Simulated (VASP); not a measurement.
The system is MgO.

```
CELL_PARAMETERS angstrom
-0.00354 2.28201 2.28201
2.28201 -0.00354 2.28201
2.27847 2.27847 0.00000
ATOMIC_POSITIONS crystal
Mg 0.99972 0.99972 0.00028
O 0.25028 0.25028 0.24972
```

This cell differs from its parent crystal: shear xy strain -0.3%.

Base run:

```yaml
Program: VASP 6.6.1
Functional: r2SCAN
Potentials_or_basis: VASP PAW PBE potentials, release 64 (Mg, O)
Cutoff: 520 eV
k_mesh: 10 × 10 × 10
Occupations: gaussian, width 0.01 eV
Spin: no spin polarisation
```

Its results: band gap on the k mesh 4.31 eV; pressure -0.5 GPa.

Q: The run is repeated on the same cell with these changes: functional from r2SCAN to PBE; occupations from gaussian, width 0.01 eV to fermi-dirac, width 0.02 eV. What comes out?

A: Band gap on the k mesh 3.63 eV; pressure 3.5 GPa.

Caveats: the PAW data sets were made with another functional, which shifts forces and pressure a little (at least some runs); the cell stands under pressure (at least some runs).

